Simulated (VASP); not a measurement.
# Fe (P6_3/mmc) in VASP: further runs, part 2 of 2

VASP 6.6.1. The steps go on from the part before.

## Step 4: Single point, PBE (zz strain of +3 %)

Input file INCAR:

```
PREC     = Accurate       # precision mode
ENCUT    = 600            # plane-wave cutoff, eV
EDIFF    = 1E-6           # SCF threshold, eV
ISMEAR   = -1             # smearing method
SIGMA    = 0.08           # smearing width, eV
LREAL    = F              # projectors in reciprocal space
LASPH    = T              # aspherical terms in the spheres
NELM     = 120            # most SCF steps
ALGO     = Normal         # electronic algorithm
ISIF     = 2              # what is computed and relaxed
LWAVE    = F              # write WAVECAR
LCHARG   = T              # write CHGCAR
GGA      = PE             # functional
LELF     = T              # ELF
LVHAR    = T            
NBANDS   = 15             # bands
GGA_COMPAT= F
```

Input file KPOINTS:

```
regular mesh
0
Gamma
  17 17 10
```

Input file POSCAR:

```
Fe
1.0
    2.4341575853      0.0000000000      0.0000000000
   -1.2170787927      2.1080423057      0.0000000000
    0.0000000000      0.0000000000      3.9571925041
Fe
2
Direct
    0.3333333333      0.6666666667      0.2500000000
    0.6666666667      0.3333333333      0.7500000000
```

Potentials or basis: VASP PAW PBE potentials, release 64 (Fe).

Command:

```
cat potpaw_PBE.64/Fe/POTCAR > POTCAR
mpirun -np 1 vasp_std > vasp.out
```

OUTCAR:

```text
PREC = Accurate
   ENCUT = 600
   EDIFF = 1E-6
   ISMEAR = -1
   LREAL = F
   LASPH = T
   NELM = 120
   ISIF = 2
   GGA = PE

 ion  position               nearest neighbor table
   1  0.333  0.667  0.250-   2 2.43   2 2.43   2 2.43   2 2.43   2 2.43   2 2.43
   2  0.667  0.333  0.750-   1 2.43   1 2.43   1 2.43   1 2.43   1 2.43   1 2.43

  LATTYP: Found a hexagonal cell.
 ALAT       =     2.4341575853
 C/A-ratio  =     1.6256928179

  Lattice vectors:

 A1 = (   2.4341575853,   0.0000000000,   0.0000000000)
 A2 = (  -1.2170787927,   2.1080423057,   0.0000000000)
 A3 = (   0.0000000000,   0.0000000000,   3.9571925041)

Analysis of symmetry for initial positions (statically):
=====================================================================
 Subroutine PRICEL returns:
 Original cell was already a primitive cell.

 Routine SETGRP: Setting up the symmetry group for a
 hexagonal supercell.

 Subroutine GETGRP returns: Found 24 space group operations
 (whereof 12 operations were pure point group operations)
 out of a pool of 24 trial point group operations.

The static configuration has the point symmetry D_3d.
[... 178 lines left out ...]
      7       5.7342      2.00000
      8       6.2358      1.99973
      9       6.2358      1.99973
     10       7.1394      0.16676
     11       7.6608      0.00027
     12       7.6608      0.00027
     13      15.3562      0.00000
     14      29.2522      0.00000
[... 401 lines left out ...]
      2       3.3675      2.00000
      3       3.5668      2.00000
      4       3.8238      2.00000
      5       5.1098      2.00000
      6       5.3466      2.00000
      7       5.8671      2.00000
      8       6.3531      1.99882
      9       7.1233      0.20018
     10       7.6389      0.00035
     11       7.8063      0.00004
     12      14.0825      0.00000
     13      15.8811      0.00000
     14      20.7123      0.00000
     15      21.4619      0.00000

 [... further k-points ...]

------------------------ aborting loop because EDIFF is reached ----------------------------------------

  FORCE on cell =-STRESS in cart. coord.  units (eV):
  Direction    XX          YY          ZZ          XY          YZ          ZX
  --------------------------------------------------------------------------------------
  -------------------------------------------------------------------------------------
  Total        0.6325293      0.6325293     -0.9313864     -0.0000000     -0.0000000      0.0000000
  in kB       49.9086726     49.9086726    -73.4894981     -0.0000000     -0.0000000      0.0000000
  external PRESSURE =       8.7759490 kB  Pullay stress =       0.0000000 kB

 VOLUME and BASIS-vectors are now :
 -----------------------------------------------------------------------------
  energy-cutoff  :      600.00
  volume of cell :       20.31
      direct lattice vectors                 reciprocal lattice vectors
     2.434157585  0.000000000  0.000000000     0.410819746  0.237186891  0.000000000
    -1.217078793  2.108042306  0.000000000     0.000000000  0.474373781  0.000000000
     0.000000000  0.000000000  3.957192504     0.000000000  0.000000000  0.252704411

 POSITION                                       TOTAL-FORCE (eV/Angst)
 -----------------------------------------------------------------------------------
     -0.00000      1.40536      0.98930         0.000000      0.000000      0.000000
      1.21708      0.70268      2.96789        -0.000000      0.000000      0.000000
 -----------------------------------------------------------------------------------
    total drift:                               -0.000000      0.000000     -0.000000

  FREE ENERGIE OF THE ION-ELECTRON SYSTEM (eV)
  ---------------------------------------------------
  free  energy   TOTEN  =       -16.3185462038 eV

  energy  without entropy=      -16.2614197558  energy(sigma->0) =      -16.28998298
```

OSZICAR:

```text
N       E                     dE             d eps       ncg     rms          rms(c)
DAV:   1     0.808016668465E+02    0.80802E+02   -0.79757E+03  6107   0.160E+03
DAV:   2    -0.173357560667E+02   -0.98137E+02   -0.87852E+02  5947   0.253E+02
DAV:   3    -0.194903114270E+02   -0.21546E+01   -0.20632E+01  7004   0.545E+01
DAV:   4    -0.195036973609E+02   -0.13386E-01   -0.13383E-01  7312   0.364E+00
DAV:   5    -0.195038660095E+02   -0.16865E-03   -0.16865E-03  7207   0.401E-01    0.174E+01
DAV:   6    -0.165481385487E+02    0.29557E+01   -0.12522E+01  6584   0.762E+01    0.263E+00
DAV:   7    -0.163567631389E+02    0.19138E+00   -0.88357E-01  7102   0.189E+01    0.102E+00
DAV:   8    -0.163302201396E+02    0.26543E-01   -0.57212E-03  9115   0.120E+00    0.494E-01
DAV:   9    -0.163185908898E+02    0.11629E-01   -0.19758E-03  9090   0.558E-01    0.800E-02
DAV:  10    -0.163185596329E+02    0.31257E-04   -0.20186E-04  7818   0.268E-01    0.366E-02
DAV:  11    -0.163185447353E+02    0.14898E-04   -0.14514E-05  7701   0.860E-02    0.410E-03
DAV:  12    -0.163185458723E+02   -0.11370E-05   -0.72803E-07  4624   0.106E-02    0.210E-03
DAV:  13    -0.163185462038E+02   -0.33155E-06   -0.59267E-08  3418   0.301E-03
   1 F= -.16318546E+02 E0= -.16289983E+02  d E =-.571264E-01
```

Run time: 32 s. Hardware: 1 thread of AMD EPYC 9R45 (Zen 5), shared host; peak memory 0.15 GiB.

Results:

| Item | Value |
| --- | --- |
| Free energy | -16.3185 eV |
| Pressure | 0.9 GPa |
| Band gap on the k mesh | zero (bands 8 and 9 overlap by 1.85 eV) |

Stress tensor (GPa, compression positive):
```
 4.99  0.00  0.00
 0.00  4.99  0.00
 0.00  0.00 -7.35
```

Caveat: the cell differs from its parent crystal (zz strain of +3 %); the run has no spin polarisation, though such a crystal can be magnetic. Spin polarisation is off, so any magnetic state and its effect on volume and gap are missing.

## Step 5: Single point, PBE (equal xx and yy strain of +2 %)

Input file INCAR:

```
SYSTEM = Fe
  PREC = Accurate
  ENCUT = 600
  EDIFF = 1E-6
  ISMEAR = -1
  SIGMA = 0.08
  LREAL = .False.
  LASPH = .True.
  NELM = 120
  ALGO = Normal
  ISIF = 2
  LWAVE = .False.
  LCHARG = .False.
  GGA = PE
  NBANDS = 15
  GGA_COMPAT = .False.
```

Input file KPOINTS:

```
regular mesh
0
Gamma
  17 17 10
  0 0 0
```

Input file POSCAR:

```
Fe
1.0
    2.4828407370      0.0000000000      0.0000000000
   -1.2414203685      2.1502031518      0.0000000000
    0.0000000000      0.0000000000      3.8419344700
Fe
2
Direct
    0.3333333333      0.6666666667      0.2500000000
    0.6666666667      0.3333333333      0.7500000000
```

Command:

```
cat potpaw_PBE.64/Fe/POTCAR > POTCAR
mpirun -np 1 vasp_std > vasp.out
```

Run time: 30 s. Hardware: 1 thread of AMD EPYC 9R45 (Zen 5), shared host; peak memory 0.15 GiB.

Results (log left out):

| Property | Result |
| --- | --- |
| Free energy | -16.3242 eV |
| Pressure | -1.8 GPa |
| Band gap on the k mesh | zero (bands 8 and 9 overlap by 1.75 eV) |

Stress tensor (GPa, compression positive):
```
-4.75  0.00  0.00
 0.00 -4.75  0.00
 0.00  0.00  4.23
```

Levels at points of the mesh, in eV from the Fermi level:
```
           k point  band 4  band 5  band 6  band 7  band 8  band 9  band 10  band 11  band 12  band 13
(0.00, 0.00, 0.00)   -1.65   -1.37   -1.16   -1.16   -0.94   -0.94     0.70     0.70     0.82     9.02
(0.00, 0.00, 0.50)   -1.96   -1.81   -1.81   -1.81   -1.81    0.33     0.33     0.33     0.33    17.61
```

Caveat: the cell differs from its parent crystal (equal xx and yy strain of +2 %); the run has no spin polarisation, though such a crystal can be magnetic. Spin polarisation is off, so any magnetic state and its effect on volume and gap are missing.

## Step 6: Single point, LDA (9.46 Å³/atom)

This run uses another cell than the first one, of 9.46 Å³/atom.

Input file INCAR:

```
PREC     = Accurate       # precision mode
ENCUT    = 520            # plane-wave cutoff, eV
EDIFF    = 1E-6           # SCF threshold, eV
ISMEAR   = -1             # smearing method
SIGMA    = 0.08           # smearing width, eV
LREAL    = F              # projectors in reciprocal space
LASPH    = T              # aspherical terms in the spheres
NELM     = 100            # most SCF steps
ALGO     = Normal         # electronic algorithm
ISIF     = 2              # what is computed and relaxed
LWAVE    = F              # write WAVECAR
LCHARG   = F              # write CHGCAR
GGA      = CA             # functional
NBANDS   = 15             # bands
```

Input file KPOINTS:

```
Automatic mesh
0
Gamma
  17 17 10
```

Input file POSCAR:

```
Fe
1.0
    2.4012595311      0.0000000000      0.0000000000
   -1.2006297656      2.0795517550      0.0000000000
    0.0000000000      0.0000000000      3.7900100715
Fe
2
Direct
    0.3333333333      0.6666666667      0.2500000000
    0.6666666667      0.3333333333      0.7500000000
```

Potentials or basis: VASP PAW LDA potentials, release 64 (Fe).

Command:

```
cat potpaw_LDA.64/Fe/POTCAR > POTCAR
mpirun -np 1 vasp_std > vasp.out
```

OUTCAR:

```text
PREC = Accurate
   ENCUT = 520
   EDIFF = 1E-6
   ISMEAR = -1
   LREAL = F
   LASPH = T
   NELM = 100
   ISIF = 2
   GGA = CA

 ion  position               nearest neighbor table
   1  0.333  0.667  0.250-   2 2.35   2 2.35   2 2.35   2 2.35   2 2.35   2 2.35
   2  0.667  0.333  0.750-   1 2.35   1 2.35   1 2.35   1 2.35   1 2.35   1 2.35

  LATTYP: Found a hexagonal cell.
 ALAT       =     2.4012595311
 C/A-ratio  =     1.5783425417

  Lattice vectors:

 A1 = (   2.4012595311,   0.0000000000,   0.0000000000)
 A2 = (  -1.2006297656,   2.0795517550,   0.0000000000)
 A3 = (   0.0000000000,   0.0000000000,   3.7900100715)

Analysis of symmetry for initial positions (statically):
=====================================================================
 Subroutine PRICEL returns:
 Original cell was already a primitive cell.

 Routine SETGRP: Setting up the symmetry group for a
 hexagonal supercell.

 Subroutine GETGRP returns: Found 24 space group operations
 (whereof 12 operations were pure point group operations)
 out of a pool of 24 trial point group operations.

The static configuration has the point symmetry D_3d.
 The point group associated with its full space group is D_6h.

Analysis of symmetry for dynamics (positions and initial velocities):
=====================================================================
 Subroutine PRICEL returns:
 Original cell was already a primitive cell.

 Routine SETGRP: Setting up the symmetry group for a
 hexagonal supercell.

 Subroutine GETGRP returns: Found 24 space group operations
 (whereof 12 operations were pure point group operations)
 out of a pool of 24 trial point group operations.

The dynamic configuration has the point symmetry D_3d.
 The point group associated with its full space group is D_6h.

 Subroutine INISYM returns: Found 24 space group operations
 (whereof 12 operations are pure point group operations),
 and found     1 'primitive' translations

----------------------------------------------------------------------------------------

                                     Primitive cell

  volume of cell :      18.9256

  direct lattice vectors                    reciprocal lattice vectors
     2.401259531  0.000000000  0.000000000     0.416448113  0.240436430  0.000000000
    -1.200629766  2.079551755  0.000000000     0.000000000  0.480872860  0.000000000
     0.000000000  0.000000000  3.790010071     0.000000000  0.000000000  0.263851542

  length of vectors
     2.401259531  2.401259531  3.790010071     0.480872860  0.480872860  0.263851542

  position of ions in fractional coordinates (direct lattice)
     0.333333333  0.666666667  0.250000000
     0.666666667  0.333333333  0.750000000

  ion indices of the primitive-cell ions
   primitive index   ion index
                 1           1
                 2           2

----------------------------------------------------------------------------------------

 KPOINTS: Automatic mesh

Automatic generation of k-mesh.
 Grid dimensions read from file:
 generate k-points for:   17   17   10

 Generating k-lattice:

[... 41 lines left out ...]
  0.176471  0.176471  0.000000      6.000000
 [... further k-points ...]
   k-points           NKPTS =    198   k-points in BZ     NKDIM =    198   number of bands    NBANDS=     15
   number of dos      NEDOS =    301   number of ions     NIONS =      2
   total plane-waves  NPLWV =   9072
   dimension x,y,z NGX =    18 NGY =   18 NGZ =   28
   dimension x,y,z NGXF=    36 NGYF=   36 NGZF=   56
   ions per type =               2
   NGX,Y,Z   is equivalent  to a cutoff of  12.46, 12.46, 12.28 a.u.
   NGXF,Y,Z  is equivalent  to a cutoff of  24.92, 24.92, 24.56 a.u.
 SYSTEM =  unknown system
   PREC   = accura    normal or accurate (medium, high low for compatibility)
   ISTART =      0    job   : 0-new  1-cont  2-samecut
   ICHARG =      2    charge: 1-file 2-atom 10-const
   ISPIN  =      1    spin polarized calculation?
   LNONCOLLINEAR =      F non collinear calculations
   LSORBIT =      F    spin-orbit coupling
   LASPH  =      T    aspherical Exc in radial PAW
   ENCUT  =  520.0 eV  38.22 Ry    6.18 a.u.   4.46  4.46  7.05*2*pi/ulx,y,z
   NELM   =    100;   NELMIN=  2; NELMDL= -5     # of ELM steps
   EDIFF  = 0.1E-05   stopping-criterion for ELM
   LREAL  =      F    real-space projection
   EDIFFG = 0.1E-04   stopping-criterion for IOM
   NSW    =      0    number of steps for IOM
   IBRION =     -1    ionic relax: 0-MD 1-quasi-New 2-CG
   NFREE  =      0    steps in history (QN), initial steepest desc. (CG)
   ISIF   =      2    stress and relaxation
   ISYM   =      2    0-nonsym 1-usesym 2-fastsym
   POTIM  = 0.5000    time-step for ionic-motion
   TEBEG  =    0.0;   TEEND  =   0.0 temperature during run
   PSTRESS=    0.0 pullay stress
   NELECT =      16.0000    total number of electrons
   NUPDOWN=      -1.0000    fix difference up-down
   EMIN   =  10.00;   EMAX   =-10.00  energy-range for DOS
   EFERMI =   0.00;   METHOD = LEGACY
   ISMEAR =    -1;   SIGMA  =   0.08  broadening in eV -4-tet -1-fermi 0-gaus
   EFERMI_NEDOS =   21; number of points for ismear=-14 and -15
   IALGO  =     38    algorithm
   IMIX   =      4    mixing-type and parameters
     AMIX     =   0.40;   BMIX     =  1.00
     AMIX_MAG =   1.60;   BMIX_MAG =  1.00
  volume/ion in A,a.u.               =       9.46        63.86
  Fermi-wavevector in a.u.,A,eV,Ry     =   1.547979  2.925256 32.602815  2.396239
  Thomas-Fermi vector in A             =   2.652995
   LORBIT       =      0    0 simple, 1 ext, 2 COOP (PROOUT), +10 PAW based schemes
   GGA     = CA    functional components
   LHFCALC =     F    Hartree Fock is set to
   AEXX    =    0.0000 exact exchange contribution
   IVDW    =     0    specifies the selected vdW correction
   LEPSILON=     F    determine dielectric tensor
   LRPA    =     F    only Hartree local field effects (RPA)
 non-spin polarized calculation
  energy-cutoff  :      520.00
  volume of cell :       18.93
 maximum number of plane-waves:       537
 NGX is ok and might be reduce to    18
   NGX =  9   NGY =  9   NGZ = 15

 number of electron      15.9999996 magnetization

 Free energy of the ion-electron system (eV)
  ---------------------------------------------------
  ext. energy  EPLUGINS =         0.00000000
  ---------------------------------------------------
  free energy    TOTEN  =       -18.84589962 eV

  energy without entropy =      -18.79559538  energy(sigma->0) =      -18.82074750

 E-fermi :   7.6559     XC(G=0): -14.5082

 val. band max:        7.6536058674   @ k =   0.2941   0.0000   0.0000
 cond. band min:       7.6601034547   @ k =   0.1765   0.1176   0.2000
 fundamental gap:      0.0064975873
 Fermi energy:         7.6559238923

 k-point     1 :       0.0000    0.0000    0.0000
  band No.  band energies     occupation
      1      -1.6397      2.00000
      2       2.2440      2.00000
      3       5.7906      2.00000
      4       5.7906      2.00000
      5       5.9471      2.00000
      6       6.3191      2.00000
      7       6.3191      2.00000
      8       6.6967      1.99999
      9       6.6967      1.99999
     10       8.3194      0.00050
     11       8.4516      0.00010
     12       8.4516      0.00010
     13      17.2487      0.00000
     14      30.2180      0.00000
[... 401 lines left out ...]
      2       3.6179      2.00000
      3       3.9770      2.00000
      4       4.1452      2.00000
      5       5.5336      2.00000
      6       5.9763      2.00000
      7       6.4199      2.00000
      8       7.1252      1.99737
      9       7.7708      0.38428
     10       8.3684      0.00027
     11       8.6952      0.00000
     12      15.5654      0.00000
     13      17.6131      0.00000
     14      21.8572      0.00000
     15      22.7005      0.00000

 [... further k-points ...]

------------------------ aborting loop because EDIFF is reached ----------------------------------------

  FORCE on cell =-STRESS in cart. coord.  units (eV):
  Direction    XX          YY          ZZ          XY          YZ          ZX
  --------------------------------------------------------------------------------------
  -------------------------------------------------------------------------------------
  Total        0.3296910      0.3296910      0.4150993     -0.0000000     -0.0000000      0.0000000
  in kB       27.9105530     27.9105530     35.1409402     -0.0000000     -0.0000000      0.0000000
  external PRESSURE =      30.3206821 kB  Pullay stress =       0.0000000 kB

 VOLUME and BASIS-vectors are now :
 -----------------------------------------------------------------------------
  energy-cutoff  :      520.00
  volume of cell :       18.93
      direct lattice vectors                 reciprocal lattice vectors
     2.401259531  0.000000000  0.000000000     0.416448113  0.240436430  0.000000000
    -1.200629766  2.079551755  0.000000000     0.000000000  0.480872860  0.000000000
     0.000000000  0.000000000  3.790010071     0.000000000  0.000000000  0.263851542

 POSITION                                       TOTAL-FORCE (eV/Angst)
 -----------------------------------------------------------------------------------
     -0.00000      1.38637      0.94750        -0.000000     -0.000000      0.000000
      1.20063      0.69318      2.84251         0.000000      0.000000      0.000000
 -----------------------------------------------------------------------------------
    total drift:                                0.000000      0.000000     -0.000000

  FREE ENERGIE OF THE ION-ELECTRON SYSTEM (eV)
  ---------------------------------------------------
  free  energy   TOTEN  =       -18.8458996225 eV

  energy  without entropy=      -18.7955953770  energy(sigma->0) =      -18.82074750
```

Run time: 71 s. Hardware: 1 thread of AMD EPYC 7R13, shared host; peak memory 0.13 GiB.

Results:

- Free energy: -18.8459 eV
- Pressure: 3.0 GPa
- Band gap on the k mesh: zero (bands 8 and 9 overlap by 2.05 eV)

Caveat: the cell stands under pressure; the run has no spin polarisation, though such a crystal can be magnetic.

## Step 7: Overview

| level | potentials or basis | cell | cutoff (eV) | gap on the mesh (eV) | pressure (GPa) |
| --- | --- | --- | --- | --- | --- |
| PBE | VASP PAW PBE potentials, release 64 (Fe) | a = 2.434, b = 2.434, c = 3.880 Å, angles 90.0, 90.0, 120.0°, 2 atoms | 600 | none | 6.8 |
| PBE | VASP PAW PBE potentials, release 64 (Fe) | a = 2.434, b = 2.434, c = 3.919 Å, angles 90.0, 90.0, 120.0°, 2 atoms | 600 | none | 3.7 |
| PBE | VASP PAW PBE potentials, release 64 (Fe) | a = 2.434, b = 2.434, c = 3.957 Å, angles 90.0, 90.0, 120.0°, 2 atoms | 600 | none | 0.9 |
| PBE | VASP PAW PBE potentials, release 64 (Fe) | a = 2.483, b = 2.483, c = 3.842 Å, angles 90.0, 90.0, 120.0°, 2 atoms | 600 | none | -1.8 |
| LDA | VASP PAW LDA potentials, release 64 (Fe) | a = 2.401, b = 2.401, c = 3.790 Å, angles 90.0, 90.0, 120.0°, 2 atoms | 520 | none | 3.0 |

Alike in all rows: task single point; no spin polarisation; k mesh 17 × 17 × 10; smearing fermi-dirac 0.08 eV.

Caveats: the run has no spin polarisation, though such a crystal can be magnetic; the cell stands under pressure (at least some runs).

Absolute energies hang on the potentials; compare differences alone.
